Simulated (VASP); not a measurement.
Input of a VASP 6.6.1 run:

The input POSCAR:

```
Ti23SnO48
1.0
    9.2178300000      0.0000000000      0.0000000000
    0.0000000000      9.2176490000      0.0000000000
    0.0000000000      0.0000000000      8.8215510000
Ti Sn O
23 1 48
Direct
    0.0004730000      0.0002090000      0.0022080000
    0.0002390000      0.9997030000      0.3366750000
    0.0041270000      0.0037100000      0.6693500000
    0.0028760000      0.4972830000      0.0003280000
    0.0022990000      0.4978980000      0.3365850000
    0.9992830000      0.5009420000      0.6684540000
    0.4978030000      0.0023800000      0.0002800000
    0.4981410000      0.0020560000      0.3365200000
    0.5013410000      0.9988580000      0.6684650000
    0.4999710000      0.4997100000      0.0021780000
    0.5004490000      0.4999180000      0.3366500000
    0.4964700000      0.4960500000      0.6693380000
    0.2502650000      0.2499010000      0.1685320000
    0.2502470000      0.2499160000      0.5002290000
    0.2503320000      0.2498600000      0.8361350000
    0.2502800000      0.7498850000      0.1698730000
    0.2503830000      0.7498460000      0.5033140000
    0.2502350000      0.7499420000      0.8363600000
    0.7502800000      0.2498910000      0.1698910000
    0.7503630000      0.2498480000      0.5033300000
    0.7502530000      0.2499360000      0.8363630000
    0.7501850000      0.7499710000      0.5058160000
    0.7503840000      0.7498150000      0.8276890000
    0.7502720000      0.7498850000      0.1662830000
    0.1530060000      0.1525970000      0.9991750000
    0.1530700000      0.1526730000      0.3332690000
    0.1530900000      0.1526830000      0.6662660000
    0.1533160000      0.6515610000      0.9995460000
    0.1533700000      0.6515560000      0.3329360000
    0.1512720000      0.6531010000      0.6662260000
    0.6519600000      0.1529200000      0.9995450000
    0.6519520000      0.1529670000      0.3329420000
    0.6535190000      0.1508570000      0.6662290000
    0.6489840000      0.6485870000      0.9891890000
    0.6491090000      0.6487170000      0.3431030000
    0.6521630000      0.6517730000      0.6661590000
    0.3475670000      0.3471840000      0.9991850000
    0.3474920000      0.3471190000      0.3332620000
    0.3474790000      0.3471100000      0.6662650000
    0.3472540000      0.8482320000      0.9995460000
    0.3472090000      0.8482390000      0.3329430000
    0.3493090000      0.8466850000      0.6662310000
    0.8486140000      0.3468800000      0.9995460000
    0.8486200000      0.3468240000      0.3329320000
    0.8470660000      0.3489300000      0.6662300000
    0.8515790000      0.8512020000      0.9892020000
    0.8514400000      0.8510710000      0.3430870000
    0.8483940000      0.8480230000      0.6661570000
    0.0991140000      0.4010520000      0.1663040000
    0.0984950000      0.4016760000      0.5005310000
    0.0984690000      0.4017050000      0.8320550000
    0.0970270000      0.9017080000      0.1662020000
    0.0999920000      0.9036800000      0.5004970000
    0.1000050000      0.9036310000      0.8318470000
    0.5984640000      0.4031420000      0.1662050000
    0.5964810000      0.4001710000      0.5004990000
    0.5965260000      0.4001570000      0.8318500000
    0.5935540000      0.9066080000      0.1664020000
    0.5972750000      0.9029020000      0.4992470000
    0.5973090000      0.9028670000      0.8333200000
    0.4014540000      0.0987330000      0.1663050000
    0.4020660000      0.0981370000      0.5005430000
    0.4021120000      0.0980910000      0.8320540000
    0.4035440000      0.5980850000      0.1662100000
    0.4005810000      0.5960900000      0.5004870000
    0.4005640000      0.5961380000      0.8318570000
    0.9020990000      0.0966430000      0.1662040000
    0.9041030000      0.0996100000      0.5004870000
    0.9040520000      0.0996270000      0.8318550000
    0.9070090000      0.5931760000      0.1663840000
    0.9032900000      0.5969090000      0.4992480000
    0.9032620000      0.5969370000      0.8333080000
```

The input INCAR.step1:

```
SYSTEM = Ti23SnO48
PREC = Accurate
ENCUT = 520
ISMEAR = -1
SIGMA = 0.05
LREAL = Auto
LASPH = .True.
NELM = 60
NBANDS = 331
GGA = PE
ALGO = Normal
EDIFF = 1E-4
LWAVE = .True.
LCHARG = .False.
```

Contents of INCAR.step2:

```
SYSTEM = Ti23SnO48
PREC = Accurate
ENCUT = 520
EDIFF = 1E-7
ISMEAR = -1
SIGMA = 0.05
LREAL = Auto
LASPH = .True.
NELM = 60
ALGO = Normal
ISIF = 2
LWAVE = .False.
LCHARG = .False.
METAGGA = R2SCAN
LMIXTAU = .True.
NBANDS = 331
ISTART = 1
```

The input KPOINTS:

```
Automatic mesh
0
Gamma
  1 1 1
  0 0 0
```

Potentials or basis: VASP PAW PBE potentials, release 64 (Ti_sv, Sn_d, O).

The run is started by

```sh
$ cat potpaw_PBE.64/Ti_sv/POTCAR potpaw_PBE.64/Sn_d/POTCAR potpaw_PBE.64/O/POTCAR > POTCAR
$ cp INCAR.step1 INCAR
$ mpirun -np 1 vasp_gam > vasp.out
$ cp INCAR.step2 INCAR
$ mpirun -np 1 vasp_gam > vasp.out
```

Question: Predict the band gap on the k mesh.

Answer: 2.25 eV.

Question: What does it give for the pressure?

Answer: 3.4 GPa.

Question: Estimate the largest force.

Answer: 0.260 eV/Å.

Stress tensor (GPa, compression positive):
```
1.89 0.16 0.00
0.16 1.89 0.00
0.00 0.00 6.33
```

Caveat: the k points lie up to 0.71 Å⁻¹ apart; the PAW data sets were made with another functional, which shifts forces and pressure a little; spin-orbit coupling is left out, which moves the levels of the heavy elements; an odd mesh through Γ misses points on the zone boundary, where band edges can lie.
